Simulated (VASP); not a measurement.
Write the native input for VASP 6.6.1 that does the following.

```yaml
Task: single point
Functional: PBE
Potentials_or_basis: VASP PAW PBE potentials, release 64 (Sn_d, O_h)
Cutoff: 1340 eV
k_mesh: 3 × 3 × 3
Occupations: fermi-dirac, width 0.05 eV
Spin: no spin polarisation
Dipole_correction: no
Further_INCAR_settings: ALGO = Normal; EDIFF = 1e-06; NBANDS = 28
```

The structure of SnO lies in POSCAR:

```
SnO
1.0
    3.8136952200      0.0000000000      0.0000000000
    0.0000000000      3.8136952200      0.0000000000
    0.0000000000      0.0000000000      4.8869133000
Sn O
2 2
Direct
    0.5000000000      0.0000000000      0.7646261400
    0.0000000000      0.5000000000      0.2353738600
    0.0000000000      0.0000000000      0.0000000000
    0.5000000000      0.5000000000      0.0000000000
```

One way to write it, as run:

INCAR

```
  PREC = Accurate
  ENCUT = 1340
  EDIFF = 1E-6
  ISMEAR = -1
  SIGMA = 0.05
  LREAL = False
  LASPH = True
  NELM = 120
  ALGO = Normal
  ISIF = 2
  LWAVE = False
  LCHARG = False
  GGA = PE
  NBANDS = 28
  GGA_COMPAT = False
```

KPOINTS

```
Automatic mesh
0
Gamma
  3 3 3
```

Potentials or basis: VASP PAW PBE potentials, release 64 (Sn_d, O_h).

Run with:

```sh
$ cat potpaw_PBE.64/Sn_d/POTCAR potpaw_PBE.64/O_h/POTCAR > POTCAR
$ mpirun -np 1 vasp_std > vasp.out
```

Results of the run:

The pressure is 3.6 GPa. The largest force is 0.517 eV/Å and the band gap on the k mesh is 1.14 eV (least direct gap 2.05 eV).

Caveat: the k points lie up to 0.55 Å⁻¹ apart; spin-orbit coupling is left out, which moves the levels of the heavy elements.

Run time: 40 s on 1 thread of Intel(R) Xeon(R) Platinum 8559C (Emerald Rapids), on a shared host, peak memory 0.35 GiB.
